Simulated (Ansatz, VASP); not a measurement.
One calculation of MgTl2Se2, two programs

```
Mg Tl Se
1.0
     5.88209    0.00000    0.00000
     0.00000    5.88209    0.00000
     0.00000    0.00000    4.67228
Mg Tl Se
1 2 2
Direct
  0.00000 0.00000 0.50000
  0.00000 0.50000 0.50000
  0.50000 0.00000 0.50000
  0.00000 0.00000 0.00000
  0.50000 0.50000 0.00000
```

Alike in both runs: functional PBE; k mesh 4 × 4 × 4; occupations gaussian, width 0.1 eV; no spin polarisation.

Ansatz relaxed the structure, and its values are those at the end. VASP's run is a single point on that final structure, the one shown.

|  | VASP | Ansatz |
| --- | --- | --- |
| version | VASP 6.6.1 | Ansatz 0.2.0 |
| potentials or method | VASP PAW PBE potentials, release 64 (Mg, Tl_d, Se), cutoff 520 eV | scalar-relativistic, plane waves, PAW |
| valence electrons in the cell | 40 | 68 |

```csv
,VASP,Ansatz,Ansatz less VASP
gap on the k mesh at the Fermi level (eV),none,none,-
pressure (GPa),0.1,0.1,+0.03
```

A gap of «none» marks a metal or a gap that the smearing closes. VASP's potentials hold 40 valence electrons a cell and Ansatz's 68, so a difference there can come from the potentials and not from the codes.

Neither program's run includes spin-orbit coupling.
